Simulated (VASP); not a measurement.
# Cu in VASP: further runs

The runs below take Cu through single point, with PBEsol.

Everything below comes from runs of VASP 6.6.1. Logs are shortened: lines on timing, memory, paths and dates and some standing lists are left out, and cuts for length are marked.

**1. The cell of the first run**

The structure is hexagonal, space group P6_3/mmc (No. 194). The conventional cell has a = 2.534 Å, b = 2.534 Å, c = 4.113 Å, α = 90.00°, β = 90.00°, γ = 120.00°. Within 3.3 Å of Cu (site symmetry -6m2) lie 12 Cu at 2.52 to 2.53 Å.

**2. Single point, PBEsol**

INCAR reads:

```
SYSTEM = Cu
ALGO = Normal
EDIFF = 1E-7
ENCUT = 520
GGA = PS
ISIF = 2
ISMEAR = -1
LASPH = .True.
LCHARG = .True.
LELF = .True.
LREAL = .False.
LVHAR = .True.
LWAVE = .False.
NBANDS = 18
NELM = 80
PREC = Accurate
SIGMA = 0.05
```

KPOINTS reads:

```
k-points
0
Gamma
  10 10 6
  0 0 0
```

POSCAR reads:

```
Cu
1.0
    2.5340966698      0.0000000000      0.0000000000
   -1.2670483349      2.1945920917      0.0000000000
    0.0000000000      0.0000000000      4.1125710000
Cu
2
Direct
    0.6666666667      0.3333333333      0.7500000000
    0.3333333333      0.6666666667      0.2500000000
```

Potentials or basis: VASP PAW PBE potentials, release 64 (Cu).

Launch:

```console
> cat potpaw_PBE.64/Cu/POTCAR > POTCAR
> mpirun -np 1 vasp_std > vasp.out
```

OUTCAR:

```text
SYSTEM = Cu
   EDIFF = 1E-7
   ENCUT = 520
   GGA = PS
   ISIF = 2
   ISMEAR = -1
   LASPH = .True.
   LREAL = .False.
   NELM = 80
   PREC = Accurate

 ion  position               nearest neighbor table
   1  0.667  0.333  0.750-   2 2.52   2 2.52   2 2.52   2 2.52   2 2.52   2 2.52
   2  0.333  0.667  0.250-   1 2.52   1 2.52   1 2.52   1 2.52   1 2.52   1 2.52

  LATTYP: Found a hexagonal cell.
 ALAT       =     2.5340966698
 C/A-ratio  =     1.6228942838

  Lattice vectors:

 A1 = (   2.5340966698,   0.0000000000,   0.0000000000)
 A2 = (  -1.2670483349,   2.1945920917,   0.0000000000)
 A3 = (   0.0000000000,   0.0000000000,   4.1125710000)

Analysis of symmetry for initial positions (statically):
=====================================================================
 Subroutine PRICEL returns:
 Original cell was already a primitive cell.

 Routine SETGRP: Setting up the symmetry group for a
 hexagonal supercell.

 Subroutine GETGRP returns: Found 24 space group operations
 (whereof 12 operations were pure point group operations)
 out of a pool of 24 trial point group operations.

The static configuration has the point symmetry D_3d.
 The point group associated with its full space group is D_6h.

Analysis of symmetry for dynamics (positions and initial velocities):
=====================================================================
 Subroutine PRICEL returns:
 Original cell was already a primitive cell.

 Routine SETGRP: Setting up the symmetry group for a
 hexagonal supercell.

 Subroutine GETGRP returns: Found 24 space group operations
 (whereof 12 operations were pure point group operations)
 out of a pool of 24 trial point group operations.

The dynamic configuration has the point symmetry D_3d.
 The point group associated with its full space group is D_6h.

 Subroutine INISYM returns: Found 24 space group operations
 (whereof 12 operations are pure point group operations),
 and found     1 'primitive' translations

----------------------------------------------------------------------------------------

                                     Primitive cell

  volume of cell :      22.8713

  direct lattice vectors                    reciprocal lattice vectors
     2.534096670  0.000000000  0.000000000     0.394617937  0.227832772  0.000000000
    -1.267048335  2.194592092  0.000000000     0.000000000  0.455665544  0.000000000
     0.000000000  0.000000000  4.112571000     0.000000000  0.000000000  0.243156896

  length of vectors
     2.534096670  2.534096670  4.112571000     0.455665544  0.455665544  0.243156896

  position of ions in fractional coordinates (direct lattice)
     0.666666667  0.333333333  0.750000000
     0.333333333  0.666666667  0.250000000

  ion indices of the primitive-cell ions
   primitive index   ion index
                 1           1
                 2           2

----------------------------------------------------------------------------------------

 KPOINTS: k-points

Automatic generation of k-mesh.
 Grid dimensions read from file:
 generate k-points for:   10   10    6

 Generating k-lattice:

  Cartesian coordinates                     Fractional coordinates (reciprocal lattice)
     0.039461794  0.022783277  0.000000000     0.100000000 -0.000000000  0.000000000
     0.000000000  0.045566554  0.000000000     0.000000000  0.100000000  0.000000000
     0.000000000  0.000000000  0.040526149     0.000000000  0.000000000  0.166666667

  Length of vectors
     0.045566554  0.045566554  0.040526149

  Shift w.r.t. Gamma in fractional coordinates (k-lattice)
     0.000000000  0.000000000  0.000000000

 Subroutine IBZKPT returns following result:
 ===========================================

 Found     56 irreducible k-points:

 Following reciprocal coordinates:
            Coordinates               Weight
  0.000000  0.000000  0.000000      1.000000
  0.100000 -0.000000  0.000000      6.000000
  0.200000 -0.000000  0.000000      6.000000
  0.300000  0.000000  0.000000      6.000000
  0.400000 -0.000000  0.000000      6.000000
  0.500000  0.000000  0.000000      3.000000
[... 16 lines left out ...]
  0.300000  0.100000  0.166667     24.000000
  0.400000  0.100000  0.166667     24.000000
 [... further k-points ...]
   k-points           NKPTS =     56   k-points in BZ     NKDIM =     56   number of bands    NBANDS=     18
   number of dos      NEDOS =    301   number of ions     NIONS =      2
   total plane-waves  NPLWV =  12800
   dimension x,y,z NGX =    20 NGY =   20 NGZ =   32
   dimension x,y,z NGXF=    40 NGYF=   40 NGZF=   64
   ions per type =               2
   NGX,Y,Z   is equivalent  to a cutoff of  13.12, 13.12, 12.94 a.u.
   NGXF,Y,Z  is equivalent  to a cutoff of  26.24, 26.24, 25.87 a.u.
 SYSTEM =  Cu
   PREC   = accura    normal or accurate (medium, high low for compatibility)
   ISTART =      0    job   : 0-new  1-cont  2-samecut
   ICHARG =      2    charge: 1-file 2-atom 10-const
   ISPIN  =      1    spin polarized calculation?
   LNONCOLLINEAR =      F non collinear calculations
   LSORBIT =      F    spin-orbit coupling
   LASPH  =      T    aspherical Exc in radial PAW
   ENCUT  =  520.0 eV  38.22 Ry    6.18 a.u.   4.71  4.71  7.65*2*pi/ulx,y,z
   NELM   =     80;   NELMIN=  2; NELMDL= -5     # of ELM steps
   EDIFF  = 0.1E-06   stopping-criterion for ELM
   LREAL  =      F    real-space projection
   EDIFFG = 0.1E-05   stopping-criterion for IOM
   NSW    =      0    number of steps for IOM
   IBRION =     -1    ionic relax: 0-MD 1-quasi-New 2-CG
   NFREE  =      0    steps in history (QN), initial steepest desc. (CG)
   ISIF   =      2    stress and relaxation
   ISYM   =      2    0-nonsym 1-usesym 2-fastsym
   POTIM  = 0.5000    time-step for ionic-motion
   TEBEG  =    0.0;   TEEND  =   0.0 temperature during run
   PSTRESS=    0.0 pullay stress
   NELECT =      22.0000    total number of electrons
   NUPDOWN=      -1.0000    fix difference up-down
   EMIN   =  10.00;   EMAX   =-10.00  energy-range for DOS
   EFERMI =   0.00;   METHOD = LEGACY
   ISMEAR =    -1;   SIGMA  =   0.05  broadening in eV -4-tet -1-fermi 0-gaus
   EFERMI_NEDOS =   21; number of points for ismear=-14 and -15
   IALGO  =     38    algorithm
   IMIX   =      4    mixing-type and parameters
     AMIX     =   0.40;   BMIX     =  1.00
     AMIX_MAG =   1.60;   BMIX_MAG =  1.00
  volume/ion in A,a.u.               =      11.44        77.17
  Fermi-wavevector in a.u.,A,eV,Ry     =   1.616041  3.053874 35.532800  2.611587
  Thomas-Fermi vector in A             =   2.710691
   LORBIT       =      0    0 simple, 1 ext, 2 COOP (PROOUT), +10 PAW based schemes
   GGA     = PS    functional components
   LHFCALC =     F    Hartree Fock is set to
   AEXX    =    0.0000 exact exchange contribution
   IVDW    =     0    specifies the selected vdW correction
   LEPSILON=     F    determine dielectric tensor
   LRPA    =     F    only Hartree local field effects (RPA)
 non-spin polarized calculation
  energy-cutoff  :      520.00
  volume of cell :       22.87
 maximum number of plane-waves:       640
 NGX is ok and might be reduce to    20
   NGX =  9   NGY =  9   NGZ = 15

 number of electron      21.9999979 magnetization

 Free energy of the ion-electron system (eV)
  ---------------------------------------------------
  ext. energy  EPLUGINS =         0.00000000
  ---------------------------------------------------
  free energy    TOTEN  =        -8.58437604 eV

  energy without entropy =       -8.57657853  energy(sigma->0) =       -8.58047728

 E-fermi :   7.7101     XC(G=0): -13.0966

 val. band max:        7.6662934355   @ k =   0.5000   0.0000   0.1667
 cond. band min:       7.7159378807   @ k =   0.3000   0.0000   0.3333
 fundamental gap:      0.0496444452
 Fermi energy:         7.7100630157

 k-point     1 :       0.0000    0.0000    0.0000
  band No.  band energies     occupation
      1      -1.8328      2.00000
      2       2.5394      2.00000
      3       4.6965      2.00000
      4       4.7417      2.00000
      5       4.7417      2.00000
      6       4.9663      2.00000
[... 10 lines left out ...]
     17      31.5251      0.00000
     18      31.5253      0.00000

 k-point     2 :       0.1000   -0.0000    0.0000
  band No.  band energies     occupation
      1      -1.5044      2.00000
      2       2.7250      2.00000
      3       4.5197      2.00000
      4       4.8631      2.00000
      5       4.8675      2.00000
      6       4.9312      2.00000
[... 10 lines left out ...]
     17      32.4004      0.00000
     18      32.8507      0.00000

 k-point     3 :       0.2000   -0.0000    0.0000
  band No.  band energies     occupation
      1      -0.5541      2.00000
      2       3.1464      2.00000
      3       4.2828      2.00000
      4       4.2953      2.00000
      5       4.7489      2.00000
      6       5.0020      2.00000
[... 10 lines left out ...]
     17      28.3365      0.00000
     18      30.3734      0.00000

 k-point     4 :       0.3000    0.0000    0.0000
  band No.  band energies     occupation
      1       0.8668      2.00000
      2       3.3429      2.00000
      3       3.7336      2.00000
      4       4.2149      2.00000
      5       4.7373      2.00000
      6       4.8207      2.00000
[... 375 lines left out ...]
      4       4.1374      2.00000
      5       4.6218      2.00000
      6       4.8472      2.00000
[... 10 lines left out ...]
     17      27.1563      0.00000
     18      29.2857      0.00000

 k-point    23 :       0.3000    0.1000    0.1667
  band No.  band energies     occupation
      1       1.9455      2.00000
      2       3.3875      2.00000
      3       3.5552      2.00000
      4       4.1087      2.00000
      5       4.6451      2.00000
      6       4.8920      2.00000
[... 10 lines left out ...]
     17      25.6399      0.00000
     18      26.0176      0.00000

 k-point    24 :       0.4000    0.1000    0.1667
  band No.  band energies     occupation
      1       2.7385      2.00000
      2       3.2290      2.00000
      3       3.5937      2.00000
      4       4.0131      2.00000
      5       4.6216      2.00000
      6       5.0552      2.00000
[... 10 lines left out ...]
     17      22.3547      0.00000
     18      25.3236      0.00000

 [... further k-points ...]
[... 5 lines left out ...]
  --------------------------------------------------------------------------------------
  -------------------------------------------------------------------------------------
  Total       -0.0868629     -0.0868629     -0.1087250      0.0000000      0.0000000      0.0000000
  in kB       -6.0849180     -6.0849180     -7.6163989      0.0000000      0.0000000      0.0000000
  external PRESSURE =      -6.5954116 kB  Pullay stress =       0.0000000 kB

 VOLUME and BASIS-vectors are now :
 -----------------------------------------------------------------------------
  energy-cutoff  :      520.00
  volume of cell :       22.87
      direct lattice vectors                 reciprocal lattice vectors
     2.534096670  0.000000000  0.000000000     0.394617937  0.227832772  0.000000000
    -1.267048335  2.194592092  0.000000000     0.000000000  0.455665544  0.000000000
     0.000000000  0.000000000  4.112571000     0.000000000  0.000000000  0.243156896

 POSITION                                       TOTAL-FORCE (eV/Angst)
 -----------------------------------------------------------------------------------
      1.26705      0.73153      3.08443         0.000000      0.000000      0.000000
     -0.00000      1.46306      1.02814        -0.000000     -0.000000      0.000000
 -----------------------------------------------------------------------------------
    total drift:                               -0.000000      0.000000     -0.000000

  FREE ENERGIE OF THE ION-ELECTRON SYSTEM (eV)
  ---------------------------------------------------
  free  energy   TOTEN  =        -8.5843760370 eV

  energy  without entropy=       -8.5765785255  energy(sigma->0) =       -8.58047728
```

Wall time 12 s (1 thread of Intel Xeon 6975P-C (Granite Rapids), shared host); peak memory 0.14 GiB.

Results:

```yaml
Free_energy: -8.5844 eV
Pressure: -0.7 GPa
Band_gap_on_the_k_mesh: zero (band 11 reaches 10.89 eV, above the bottom of band 12 at 5.81 eV)
```

Stress tensor (GPa, compression positive):
```
-0.61  0.00  0.00
 0.00 -0.61  0.00
 0.00  0.00 -0.76
```

Levels at points of the mesh, in eV from the Fermi level:
```csv
k point,band 7,band 8,band 9,band 10,band 11,band 12,band 13,band 14,band 15,band 16
"(0.00, 0.00, 0.00)",-2.74,-2.47,-2.47,-1.66,-1.66,-0.98,4.08,21.61,22.14,22.14
"(0.50, 0.00, 0.00)",-2.71,-1.57,-1.51,-1.47,0.07,1.68,7.99,8.42,10.98,11.41
"(0.00, 0.00, 0.50)",-3.02,-3.02,-1.90,-1.90,-1.90,-1.90,12.95,12.95,22.32,22.32
"(0.50, 0.00, 0.50)",-1.86,-1.86,-1.51,-1.51,0.52,0.52,5.07,5.07,16.41,16.41
```

Caveat: the PAW data sets were made with another functional, which shifts forces and pressure a little.

**3. Single point, PBEsol**

INCAR reads:

```
PREC = Accurate
ENCUT = 520
EDIFF = 1E-6
ISMEAR = -1
SIGMA = 0.05
LREAL = F
LASPH = T
NELM = 100
ALGO = Fast
ISIF = 2
LWAVE = F
LCHARG = F
GGA = PS
NBANDS = 18
```

KPOINTS reads:

```
Automatic mesh
0
Gamma
  10 10 6
```

POSCAR reads:

```
Cu
1.0
    2.5340966698     -0.0506819334      0.0000000000
   -1.3109401767      2.2199330584      0.0000000000
    0.0000000000      0.0000000000      4.1125710000
Cu
2
Direct
    0.6666666667      0.3333333333      0.7500000000
    0.3333333333      0.6666666667      0.2500000000
```

Potentials or basis: VASP PAW PBE potentials, release 64 (Cu).

Launch:

```console
> cat potpaw_PBE.64/Cu/POTCAR > POTCAR
> mpirun -np 1 vasp_std > vasp.out
```

OUTCAR:

```text
PREC = Accurate
   ENCUT = 520
   EDIFF = 1E-6
   ISMEAR = -1
   LREAL = F
   LASPH = T
   NELM = 100
   ISIF = 2
   GGA = PS

 ion  position               nearest neighbor table
   1  0.667  0.333  0.750-   2 2.51   2 2.51   2 2.52   2 2.52   2 2.54   2 2.54
   2  0.333  0.667  0.250-   1 2.51   1 2.51   1 2.52   1 2.52   1 2.54   1 2.54

  LATTYP: Found a simple monoclinic cell.
 ALAT       =     2.4903337628
 B/A-ratio  =     1.6514135822
 C/A-ratio  =     1.0177766034
 COS(beta)  =    -0.4736455831

  Lattice vectors:

 A1 = (   1.2231564931,   2.1692511250,   0.0000000000)
 A2 = (   0.0000000000,   0.0000000000,  -4.1125710000)
 A3 = (  -2.5340966698,   0.0506819334,   0.0000000000)

Analysis of symmetry for initial positions (statically):
=====================================================================
 Subroutine PRICEL returns:
 Original cell was already a primitive cell.

 Routine SETGRP: Setting up the symmetry group for a
 simple monoclinic supercell.

 Subroutine GETGRP returns: Found  4 space group operations
[... 158 lines left out ...]

 Free energy of the ion-electron system (eV)
  ---------------------------------------------------
  ext. energy  EPLUGINS =         0.00000000
  ---------------------------------------------------
  free energy    TOTEN  =        -8.57958164 eV

  energy without entropy =       -8.57186607  energy(sigma->0) =       -8.57572385

 E-fermi :   7.7365     XC(G=0): -13.0982

 val. band max:        7.7224110429   @ k =  -0.0000   0.3000   0.3333
 cond. band min:       7.7485225784   @ k =   0.3000   0.5000   0.3333
 fundamental gap:      0.0261115354
 Fermi energy:         7.7365236557

 k-point     1 :       0.0000    0.0000    0.0000
  band No.  band energies     occupation
      1      -1.8304      2.00000
      2       2.5405      2.00000
      3       4.5923      2.00000
      4       4.6913      2.00000
      5       4.8427      2.00000
      6       4.8996      2.00000
[... 481 lines left out ...]
      5       4.6750      2.00000
      6       4.7823      2.00000
[... 10 lines left out ...]
     17      26.7712      0.00000
     18      29.7173      0.00000

 [... further k-points ...]
[... 5 lines left out ...]
  --------------------------------------------------------------------------------------
  -------------------------------------------------------------------------------------
  Total       -0.0848517     -0.0008690     -0.0483012      0.2386313      0.0000000      0.0000000
  in kB       -5.9464059     -0.0608979     -3.3849474     16.7232724      0.0000000      0.0000000
  external PRESSURE =      -3.1307504 kB  Pullay stress =       0.0000000 kB

 VOLUME and BASIS-vectors are now :
 -----------------------------------------------------------------------------
  energy-cutoff  :      520.00
  volume of cell :       22.86
      direct lattice vectors                 reciprocal lattice vectors
     2.534096670 -0.050681933  0.000000000     0.399334326  0.235819459  0.000000000
    -1.310940177  2.219933058  0.000000000     0.009116958  0.455847883  0.000000000
     0.000000000  0.000000000  4.112571000     0.000000000  0.000000000  0.243156896

 POSITION                                       TOTAL-FORCE (eV/Angst)
 -----------------------------------------------------------------------------------
      1.25242      0.70619      3.08443        -0.064019      0.001216      0.000000
     -0.02926      1.46306      1.02814         0.064019     -0.001216      0.000000
 -----------------------------------------------------------------------------------
    total drift:                                0.000000     -0.000000      0.000000

  FREE ENERGIE OF THE ION-ELECTRON SYSTEM (eV)
  ---------------------------------------------------
  free  energy   TOTEN  =        -8.5795816373 eV

  energy  without entropy=       -8.5718660680  energy(sigma->0) =       -8.57572385
```

OSZICAR:

```text
N       E                     dE             d eps       ncg     rms          rms(c)
DAV:   1     0.122299907421E+03    0.12230E+03   -0.10563E+04  8024   0.221E+03
DAV:   2    -0.443847970219E+01   -0.12674E+03   -0.12026E+03  7526   0.289E+02
DAV:   3    -0.107145065007E+02   -0.62760E+01   -0.60450E+01  8262   0.868E+01
DAV:   4    -0.107812483762E+02   -0.66742E-01   -0.66688E-01  8894   0.962E+00
DAV:   5    -0.107820891888E+02   -0.84081E-03   -0.84078E-03  9044   0.943E-01    0.119E+01
RMM:   6    -0.938154899435E+01    0.14005E+01   -0.12590E+01  8753   0.629E+01    0.670E+00
RMM:   7    -0.860347245237E+01    0.77808E+00   -0.22170E+00  8644   0.274E+01    0.150E+00
RMM:   8    -0.858278751936E+01    0.20685E-01   -0.71594E-02  9145   0.251E+00    0.412E-01
RMM:   9    -0.857931542161E+01    0.34721E-02   -0.16372E-02  9037   0.239E+00    0.452E-02
RMM:  10    -0.857956296161E+01   -0.24754E-03   -0.24914E-03  9302   0.586E-01    0.466E-02
RMM:  11    -0.857957308801E+01   -0.10126E-04   -0.34370E-04  9443   0.183E-01    0.134E-02
RMM:  12    -0.857958037120E+01   -0.72832E-05   -0.78933E-05  9977   0.864E-02    0.360E-03
RMM:  13    -0.857958156689E+01   -0.11957E-05   -0.10055E-05  7420   0.319E-02    0.277E-03
RMM:  14    -0.857958163732E+01   -0.70427E-07   -0.22098E-06  5677   0.136E-02
   1 F= -.85795816E+01 E0= -.85757239E+01  d E =-.771557E-02
```

stdout:

```text
POSCAR found type information on POSCAR Cu
 POSCAR found :  1 types and       2 ions
 scaLAPACK will be used
 -----------------------------------------------------------------------------
|                                                                             |
|                                                                             |
|     You enforced a specific xc type in the INCAR file but a different       |
|     I HOPE YOU KNOW WHAT YOU ARE DOING!                                     |
|                                                                             |
 -----------------------------------------------------------------------------

 LDA part: xc-table for (Slater+PW92), standard interpolation
 POSCAR, INCAR and KPOINTS ok, starting setup
 FFT: planning ... GRIDC
 FFT: planning ... GRID_SOFT
 FFT: planning ... GRID
 WAVECAR not read
 entering main loop
WARNING in EDDRMM: call to ZHEGV failed, returncode =   8  4     17
WARNING in EDDRMM: call to ZHEGV failed, returncode =   6  3     17
WARNING in EDDRMM: call to ZHEGV failed, returncode =   6  3     17
```

Wall time 38 s (1 thread of Intel Xeon 6975P-C (Granite Rapids), shared host); peak memory 0.19 GiB.

Results:

| Quantity | Value |
| --- | --- |
| Free energy | -8.5796 eV |
| Pressure | -0.3 GPa |
| Largest force | 0.064 eV/Å |
| Band gap on the k mesh | zero (band 11 reaches 11.07 eV, above the bottom of band 12 at 5.85 eV) |

Forces on the atoms (eV/Å):
```
Cu  -0.064  0.001  0.000
Cu   0.064 -0.001  0.000
```

Caveat: the PAW data sets were made with another functional, which shifts forces and pressure a little.

[end of part 1 of 2]
